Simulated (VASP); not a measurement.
Input of a VASP 6.6.1 run:

File INCAR:

```
SYSTEM = Si
PREC = Accurate ; ENCUT = 520
EDIFF = 1E-6 ; ISMEAR = 0
SIGMA = 0.05 ; LREAL = .False.
LASPH = .True. ; NELM = 80
ALGO = Normal ; ISIF = 2
LWAVE = .False. ; LCHARG = .True.
LELF = .True. ; LVHAR = .True.
NBANDS = 11
```

KPOINTS

```
Automatic mesh
0
Gamma
  12 12 12
  0 0 0
```

Contents of POSCAR:

```
Si
1.0
    0.0000000000      2.7413101794      2.3698626501
    2.7413101794      0.0000000000      2.3698626501
    2.7413101794      2.7413101794      0.0000000000
Si
2
Direct
    0.5000000000      0.5000000000      0.5000000000
    0.7500000000      0.7500000000      0.7500000000
```

Potentials or basis: VASP PAW LDA potentials, release 64 (Si).

Run with:

```sh
$ cat potpaw_LDA.64/Si/POTCAR > POTCAR
$ mpirun -np 1 vasp_std > vasp.out
```

Q: Estimate the band gap on the k mesh.

A: Zero (band 4 reaches 7.67 eV, above the bottom of band 5 at 6.40 eV).

Q: Predict the pressure.

A: 10.7 GPa.

Stress tensor (GPa, compression positive):
```
 7.99  0.00  0.00
 0.00  7.99  0.00
 0.00  0.00 16.03
```
